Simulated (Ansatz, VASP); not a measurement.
## Two plane-wave programs on Nb

The input INCAR:

```
SYSTEM = Nb
PREC = Accurate
ENCUT = 520
EDIFF = 1E-7
ISMEAR = 0
SIGMA = 0.15
LREAL = .False.
LASPH = .True.
NELM = 80
ALGO = Fast
ISIF = 2
LWAVE = .False.
LCHARG = .False.
GGA = PS
NBANDS = 12
```

File KPOINTS:

```
regular mesh
0
Gamma
  20 20 20
  0 0 0
```

POSCAR

```
Nb
1.0
    0.0000000000      2.0832750000      2.1467250000
    2.0832750000      0.0000000000      2.1467250000
    2.0832750000      2.0832750000      0.0000000000
Nb
1
Direct
    0.0000000000      0.0000000000      0.0000000000
```

Input for Ansatz:

```yaml
crystal:
  lattice:
    - [0.0, 2.083275, 2.146725]
    - [2.083275, 0.0, 2.146725]
    - [2.083275, 2.083275, 0.0]
  atoms:
    - { symbol: Nb, position: [0.0, 0.0, 0.0] }
basis:
  ecutwfc: 420
kpoints:
  mp_grid: { grid: [20, 20, 20] }
hamiltonian:
  xc: pbesol
scf:
  occupations: { method: gaussian, width: 0.15 }
output:
  forces: true
  stress: true
  eigenvalues: true
  write_density: true
  write_potential: true
  elf: true
  volumetric_format: npy
```

Change from the starting cell: strain -0.015 along x and y, +0.015 along z, atoms carried along.

Alike in both runs: task single point; functional PBEsol; k mesh 20 × 20 × 20; occupations gaussian, width 0.15 eV; no spin polarisation.

```csv
,VASP,Ansatz
version,VASP 6.6.1,Ansatz 0.2.0
potentials or method,"VASP PAW PBE potentials, release 64 (Nb_sv), cutoff 520 eV","scalar-relativistic, plane waves, PAW"
valence electrons in the cell,13,13
```

|  | VASP | Ansatz | Ansatz less VASP |
| --- | --- | --- | --- |
| gap on the k mesh at the Fermi level (eV) | none | none | - |
| pressure (GPa) | -5.0 | -4.7 | +0.29 |
| traceless stress, the component that is largest in VASP (GPa) | 5.10 | 5.12 | +0.028 |

VASP's potentials were made for PBE, not for PBEsol. A gap of «none» marks a metal or a gap that the smearing closes. With one functional, cell and mesh, what is left measures potentials, basis and numerics.
